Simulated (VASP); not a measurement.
A run of VASP 6.6.1 is set up as follows.

Contents of INCAR:

```
ALGO = Normal ; EDIFF = 1E-6
ENCUT = 600 ; GGA = PE
GGA_COMPAT = F ; ISIF = 2
ISMEAR = 0 ; LASPH = T
LCHARG = F ; LREAL = F
LWAVE = F ; NBANDS = 35
NELM = 120 ; PREC = Accurate
SIGMA = 0.1
```

The input KPOINTS:

```
k-points
0
Gamma
  4 4 4
```

The input POSCAR:

```
TaSF
1.0
    3.8733923666      0.0000000000      0.0000000000
    0.0000000000      4.1276167696      0.0000000000
    0.0000000000      0.0000000000      6.3926880776
Ta S F
2 2 2
Direct
    0.5000000000      0.0000000000      0.7168374182
    0.5000000000      0.0000000000      0.2831625818
    0.0000000000      0.0000000000      0.0000000000
    0.0000000000      0.0000000000      0.5000000000
    0.5000000000      0.5000000000      0.7534088972
    0.5000000000      0.5000000000      0.2465911028
```

Potentials or basis: VASP PAW PBE potentials, release 64 (Ta_sv_GW, S, F).

Launch:

```sh
$ cat potpaw_PBE.64/Ta_sv_GW/POTCAR potpaw_PBE.64/S/POTCAR potpaw_PBE.64/F/POTCAR > POTCAR
$ mpirun -np 1 vasp_std > vasp.out
```

(1) Estimate the band gap on the k mesh.

(2) Predict the largest force.

(3) Estimate the pressure.

Answers

(1) zero (bands 26 and 27 overlap by 1.29 eV).

(2) 0.084 eV/Å.

(3) -0.1 GPa.

Caveat: the k points lie up to 0.41 Å⁻¹ apart, too coarse for converged energies and pressures of a metal; spin-orbit coupling is left out, which moves the levels of the heavy elements.
